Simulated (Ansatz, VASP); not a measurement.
# Bi: VASP beside Ansatz

```
CELL_PARAMETERS angstrom
2.69686 0.00000 0.00000
0.00000 2.69686 0.00000
0.00000 0.00000 2.69686
ATOMIC_POSITIONS crystal
Bi 0.00000 0.00000 0.00000
```

Change from the starting cell: volume scaled by 0.6, LAPW.

Alike in both runs: task single point; functional LDA; k mesh 12 × 12 × 12; occupations fermi-dirac, width 0.05 eV; no spin polarisation.

```csv
,VASP,Ansatz
version,VASP 6.6.1,Ansatz 0.2.0
potentials or method,"VASP PAW LDA potentials, release 64 (Bi_d), cutoff 520 eV","all-electron LAPW, scalar-relativistic"
```

VASP gave:

* pressure (GPa): 95.6

Q: Estimate Ansatz's values.

A: Pressure (GPa): 94.8.

LDA's correlation is that of Perdew and Zunger in VASP and of Perdew and Wang (1992) in Ansatz. Both programs put the cell under a high pressure, so it lies far from rest at this level. Ansatz ran all-electron here, and VASP with PAW potentials.

Spin-orbit coupling is off throughout. Noted on VASP's run: the cell as given lies far from equilibrium.
